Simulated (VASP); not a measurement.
# W2Cl (R-3m) in VASP: single point with PBE

Aim: the single point of W2Cl with PBE.

Everything below comes from runs of VASP 6.6.1. Logs are shortened: lines on timing, memory, paths and dates and some standing lists are left out, and cuts for length are marked.

## (1) The cell of the first run

It takes space group R-3m (No. 166, trigonal). Conventional cell: a = 3.175 Å, b = 3.175 Å, c = 18.537 Å, α = 90.00°, β = 90.00°, γ = 120.00°. W (site symmetry 3m) has 9 W at 2.50 to 3.18 Å and 3 Cl at 2.90 Å within 3.3 Å. Cl (site symmetry -3m) has 8 W at 2.90 to 3.94 Å and 6 Cl at 3.18 Å within 4.0 Å.

## (2) Single point, PBE

INCAR

```
PREC = Accurate ; ENCUT = 520
EDIFF = 1E-6 ; ISMEAR = 0
SIGMA = 0.1 ; LREAL = False
LASPH = True ; NELM = 60
ALGO = Fast ; ISIF = 2
LWAVE = False ; LCHARG = False
GGA = PE ; NBANDS = 24
```

KPOINTS

```
regular mesh
0
Gamma
  18 18 18
```

POSCAR

```
W2Cl
1.0
    1.5877473420      0.9166863553      6.1790366220
   -1.5877473420      0.9166863553      6.1790366220
    0.0000000000     -1.8333727105      6.1790366220
W Cl
2 1
Direct
    0.7876550778      0.7876550778      0.7876550778
    0.2123449222      0.2123449222      0.2123449222
    0.0000000000      0.0000000000      0.0000000000
```

Potentials or basis: VASP PAW PBE potentials, release 64 (W_sv, Cl).

Run with:

```sh
$ cat potpaw_PBE.64/W_sv/POTCAR potpaw_PBE.64/Cl/POTCAR > POTCAR
$ mpirun -np 1 vasp_std > vasp.out
```

OUTCAR:

```text
PREC = Accurate
   ENCUT = 520
   EDIFF = 1E-6
   ISMEAR = 0
   LREAL = False
   LASPH = True
   NELM = 60
   ISIF = 2
   GGA = PE

 ion  position               nearest neighbor table
   1  0.788  0.788  0.788-   2 2.50   2 2.50   2 2.50   3 2.90   3 2.90   3 2.90
   2  0.212  0.212  0.212-   1 2.50   1 2.50   1 2.50   3 2.90   3 2.90   3 2.90
   3  0.000  0.000  0.000-   1 2.90   2 2.90   1 2.90   1 2.90   2 2.90   2 2.90

  LATTYP: Found a trigonal (rhomboedric) cell.
 ALAT       =     6.4452889052
 COS(alpha) =     0.8786309350

  Lattice vectors:

 A1 = (   1.5877473420,   0.9166863553,   6.1790366220)
 A2 = (  -1.5877473420,   0.9166863553,   6.1790366220)
 A3 = (   0.0000000000,  -1.8333727105,   6.1790366220)

Analysis of symmetry for initial positions (statically):
=====================================================================
 Subroutine PRICEL returns:
 Original cell was already a primitive cell.

 Routine SETGRP: Setting up the symmetry group for a
 trigonal (rhombohedral) supercell.

 Subroutine GETGRP returns: Found 12 space group operations
 (whereof 12 operations were pure point group operations)
 out of a pool of 12 trial point group operations.

The static configuration has the point symmetry D_3d.

Analysis of symmetry for dynamics (positions and initial velocities):
=====================================================================
 Subroutine PRICEL returns:
 Original cell was already a primitive cell.

 Routine SETGRP: Setting up the symmetry group for a
 trigonal (rhombohedral) supercell.

 Subroutine GETGRP returns: Found 12 space group operations
 (whereof 12 operations were pure point group operations)
 out of a pool of 12 trial point group operations.

The dynamic configuration has the point symmetry D_3d.

 Subroutine INISYM returns: Found 12 space group operations
 (whereof 12 operations are pure point group operations),
 and found     1 'primitive' translations

----------------------------------------------------------------------------------------

                                     Primitive cell

  volume of cell :      53.9603

  direct lattice vectors                    reciprocal lattice vectors
     1.587747342  0.916686355  6.179036622     0.314911565  0.181814277  0.053945842
    -1.587747342  0.916686355  6.179036622    -0.314911565  0.181814277  0.053945842
     0.000000000 -1.833372710  6.179036622     0.000000000 -0.363628553  0.053945842

  length of vectors
     6.445288905  6.445288905  6.445288905     0.367608322  0.367608322  0.367608322

  position of ions in fractional coordinates (direct lattice)
     0.787655078  0.787655078  0.787655078
     0.212344922  0.212344922  0.212344922
     0.000000000  0.000000000  0.000000000

  ion indices of the primitive-cell ions
   primitive index   ion index
                 1           1
                 2           2
                 3           3

----------------------------------------------------------------------------------------

 KPOINTS: regular mesh

Automatic generation of k-mesh.
 Grid dimensions read from file:
 generate k-points for:   18   18   18

 Generating k-lattice:

  Cartesian coordinates                     Fractional coordinates (reciprocal lattice)
     0.017495087  0.010100793  0.002996991     0.055555556 -0.000000000  0.000000000
    -0.017495087  0.010100793  0.002996991    -0.000000000  0.055555556  0.000000000
     0.000000000 -0.020201586  0.002996991     0.000000000  0.000000000  0.055555556

  Length of vectors
     0.020422685  0.020422685  0.020422685

  Shift w.r.t. Gamma in fractional coordinates (k-lattice)
     0.000000000  0.000000000  0.000000000

 Subroutine IBZKPT returns following result:
 ===========================================

 Found    580 irreducible k-points:

 Following reciprocal coordinates:
            Coordinates               Weight
  0.000000  0.000000  0.000000      1.000000
  0.055556  0.000000 -0.000000      6.000000
  0.111111  0.000000 -0.000000      6.000000
  0.166667  0.000000 -0.000000      6.000000
  0.222222  0.000000 -0.000000      6.000000
  0.277778  0.000000 -0.000000      6.000000
[... 16 lines left out ...]
 -0.277778  0.055556  0.000000     12.000000
 -0.222222  0.055556  0.000000     12.000000
 [... further k-points ...]
   k-points           NKPTS =    580   k-points in BZ     NKDIM =    580   number of bands    NBANDS=     24
   number of dos      NEDOS =    301   number of ions     NIONS =      3
   total plane-waves  NPLWV = 110592
   dimension x,y,z NGX =    48 NGY =   48 NGZ =   48
   dimension x,y,z NGXF=    96 NGYF=   96 NGZF=   96
   ions per type =               2   1
   NGX,Y,Z   is equivalent  to a cutoff of  12.38, 12.38, 12.38 a.u.
   NGXF,Y,Z  is equivalent  to a cutoff of  24.76, 24.76, 24.76 a.u.
 SYSTEM =  unknown system
   PREC   = accura    normal or accurate (medium, high low for compatibility)
   ISTART =      0    job   : 0-new  1-cont  2-samecut
   ICHARG =      2    charge: 1-file 2-atom 10-const
   ISPIN  =      1    spin polarized calculation?
   LNONCOLLINEAR =      F non collinear calculations
   LSORBIT =      F    spin-orbit coupling
   LASPH  =      T    aspherical Exc in radial PAW
   ENCUT  =  520.0 eV  38.22 Ry    6.18 a.u.  11.98 11.98 11.98*2*pi/ulx,y,z
   NELM   =     60;   NELMIN=  2; NELMDL= -5     # of ELM steps
   EDIFF  = 0.1E-05   stopping-criterion for ELM
   LREAL  =      F    real-space projection
[... 7 lines left out ...]
   TEBEG  =    0.0;   TEEND  =   0.0 temperature during run
   PSTRESS=    0.0 pullay stress
   NELECT =      35.0000    total number of electrons
   NUPDOWN=      -1.0000    fix difference up-down
   EMIN   =  10.00;   EMAX   =-10.00  energy-range for DOS
   EFERMI =   0.00;   METHOD = LEGACY
   ISMEAR =     0;   SIGMA  =   0.10  broadening in eV -4-tet -1-fermi 0-gaus
   EFERMI_NEDOS =   21; number of points for ismear=-14 and -15
   IALGO  =     68    algorithm
   IMIX   =      4    mixing-type and parameters
     AMIX     =   0.40;   BMIX     =  1.00
     AMIX_MAG =   1.60;   BMIX_MAG =  1.00
  volume/ion in A,a.u.               =      17.99       121.38
  Fermi-wavevector in a.u.,A,eV,Ry     =   1.417118  2.677965 27.323552  2.008224
  Thomas-Fermi vector in A             =   2.538382
   LORBIT       =      0    0 simple, 1 ext, 2 COOP (PROOUT), +10 PAW based schemes
   GGA     = PE    functional components
   LHFCALC =     F    Hartree Fock is set to
   AEXX    =    0.0000 exact exchange contribution
   IVDW    =     0    specifies the selected vdW correction
   LEPSILON=     F    determine dielectric tensor
   LRPA    =     F    only Hartree local field effects (RPA)
 non-spin polarized calculation
 RMM-DIIS sequential band-by-band and
 Gauss-broadening in eV      SIGMA  =   0.10
  energy-cutoff  :      520.00
  volume of cell :       53.96
 maximum number of plane-waves:      1471
   NGX = 23   NGY = 23   NGZ = 23

 number of electron      35.0000002 magnetization

 Free energy of the ion-electron system (eV)
  ---------------------------------------------------
  ext. energy  EPLUGINS =         0.00000000
  ---------------------------------------------------
  free energy    TOTEN  =       -26.50253274 eV

  energy without entropy =      -26.49571110  energy(sigma->0) =      -26.49912192

 E-fermi :   8.8906     XC(G=0): -11.9442

 val. band max:        8.8904290228   @ k =  -0.2778   0.4444   0.1667
 cond. band min:       8.8933328737   @ k =  -0.2222   0.2222   0.0556
 fundamental gap:      0.0029038508
 Fermi energy:         8.8906444790

 k-point     1 :       0.0000    0.0000    0.0000
  band No.  band energies     occupation
      1     -65.4244      2.00000
      2     -65.1625      2.00000
      3     -30.1996      2.00000
      4     -29.6145      2.00000
      5     -29.6145      2.00000
      6     -29.0879      2.00000
[... 16 lines left out ...]
     23      12.8502      0.00000
     24      13.5606      0.00000

 k-point     2 :       0.0556    0.0000   -0.0000
  band No.  band energies     occupation
      1     -65.4221      2.00000
      2     -65.1638      2.00000
      3     -30.1988      2.00000
      4     -29.6379      2.00000
      5     -29.6208      2.00000
      6     -29.0920      2.00000
[... 16 lines left out ...]
     23      12.8779      0.00000
     24      13.5665      0.00000

 k-point     3 :       0.1111    0.0000   -0.0000
  band No.  band energies     occupation
      1     -65.4155      2.00000
      2     -65.1676      2.00000
      3     -30.1969      2.00000
      4     -29.6999      2.00000
      5     -29.6384      2.00000
      6     -29.1038      2.00000
[... 16 lines left out ...]
     23      12.9516      0.00000
     24      13.5910      0.00000

 k-point     4 :       0.1667    0.0000   -0.0000
  band No.  band energies     occupation
      1     -65.4049      2.00000
      2     -65.1739      2.00000
      3     -30.1953      2.00000
      4     -29.7845      2.00000
      5     -29.6645      2.00000
      6     -29.1190      2.00000
[... 16 lines left out ...]
     23      13.0452      0.00000
     24      13.5596      0.00000

 k-point     5 :       0.2222    0.0000   -0.0000
  band No.  band energies     occupation
      1     -65.3909      2.00000
      2     -65.1826      2.00000
      3     -30.1955      2.00000
      4     -29.8774      2.00000
      5     -29.6953      2.00000
      6     -29.1319      2.00000
[... 16 lines left out ...]
     23      13.1238      0.00000
     24      13.4644      0.00000

 k-point     6 :       0.2778    0.0000   -0.0000
  band No.  band energies     occupation
      1     -65.3745      2.00000
      2     -65.1934      2.00000
      3     -30.1984      2.00000
      4     -29.9681      2.00000
      5     -29.7266      2.00000
      6     -29.1374      2.00000
[... 16 lines left out ...]
     23      13.1564      0.00000
     24      13.3930      0.00000
[... 379 lines left out ...]
 k-point    21 :      -0.3889    0.0556    0.0000
  band No.  band energies     occupation
      1     -65.3310      2.00000
      2     -65.2254      2.00000
      3     -30.2072      2.00000
      4     -30.1346      2.00000
      5     -29.7979      2.00000
      6     -29.1015      2.00000
[... 16 lines left out ...]
     23      12.7927      0.00000
     24      13.8515      0.00000

 k-point    22 :      -0.3333    0.0556    0.0000
  band No.  band energies     occupation
      1     -65.3469      2.00000
      2     -65.2131      2.00000
      3     -30.2048      2.00000
      4     -30.0812      2.00000
      5     -29.7789      2.00000
      6     -29.1209      2.00000
[... 16 lines left out ...]
     23      12.7321      0.00000
     24      13.7024      0.00000

 k-point    23 :      -0.2778    0.0556    0.0000
  band No.  band energies     occupation
      1     -65.3644      2.00000
      2     -65.2004      2.00000
      3     -30.2003      2.00000
      4     -30.0101      2.00000
      5     -29.7526      2.00000
      6     -29.1310      2.00000
[... 16 lines left out ...]
     23      12.8026      0.00000
     24      13.6182      0.00000

 k-point    24 :      -0.2222    0.0556    0.0000
  band No.  band energies     occupation
      1     -65.3815      2.00000
      2     -65.1887      2.00000
      3     -30.1965      2.00000
      4     -29.9262      2.00000
      5     -29.7213      2.00000
      6     -29.1308      2.00000
[... 16 lines left out ...]
     23      12.9134      0.00000
     24      13.5807      0.00000

 [... further k-points ...]
[... 5 lines left out ...]
  --------------------------------------------------------------------------------------
  -------------------------------------------------------------------------------------
  Total        0.1239560      0.1239560      0.2119244      0.0000000      0.0000000      0.0000000
  in kB        3.6804764      3.6804764      6.2924148      0.0000000      0.0000000      0.0000000
  external PRESSURE =       4.5511225 kB  Pullay stress =       0.0000000 kB

 VOLUME and BASIS-vectors are now :
 -----------------------------------------------------------------------------
  energy-cutoff  :      520.00
  volume of cell :       53.96
      direct lattice vectors                 reciprocal lattice vectors
     1.587747342  0.916686355  6.179036622     0.314911565  0.181814277  0.053945842
    -1.587747342  0.916686355  6.179036622    -0.314911565  0.181814277  0.053945842
     0.000000000 -1.833372710  6.179036622     0.000000000 -0.363628553  0.053945842

 POSITION                                       TOTAL-FORCE (eV/Angst)
 -----------------------------------------------------------------------------------
      0.00000      0.00000     14.60085         0.000000     -0.000000     -0.068795
      0.00000      0.00000      3.93626         0.000000      0.000000      0.068795
      0.00000      0.00000      0.00000        -0.000000      0.000000     -0.000000
 -----------------------------------------------------------------------------------
    total drift:                                0.000000     -0.000000      0.000000

  FREE ENERGIE OF THE ION-ELECTRON SYSTEM (eV)
  ---------------------------------------------------
  free  energy   TOTEN  =       -26.5025327417 eV

  energy  without entropy=      -26.4957111036  energy(sigma->0) =      -26.49912192
```

Wall time 46 min (1 thread of Oxide Virtual Turin-like, shared host); peak memory 0.77 GiB.

What came out:

```
Free energy            : -26.5025 eV
Pressure               : 0.5 GPa
Largest force          : 0.069 eV/Å
Band gap on the k mesh : zero (an odd number of electrons rules out a gap without spin polarisation)
```

Forces in eV/Å, atoms in the order of the input:
```
W    0.000  0.000 -0.069
W    0.000  0.000  0.069
Cl   0.000  0.000  0.000
```

Stress tensor (GPa, compression positive):
```
0.37 0.00 0.00
0.00 0.37 0.00
0.00 0.00 0.63
```

Caveat: spin-orbit coupling is left out, which moves the levels of the heavy elements.
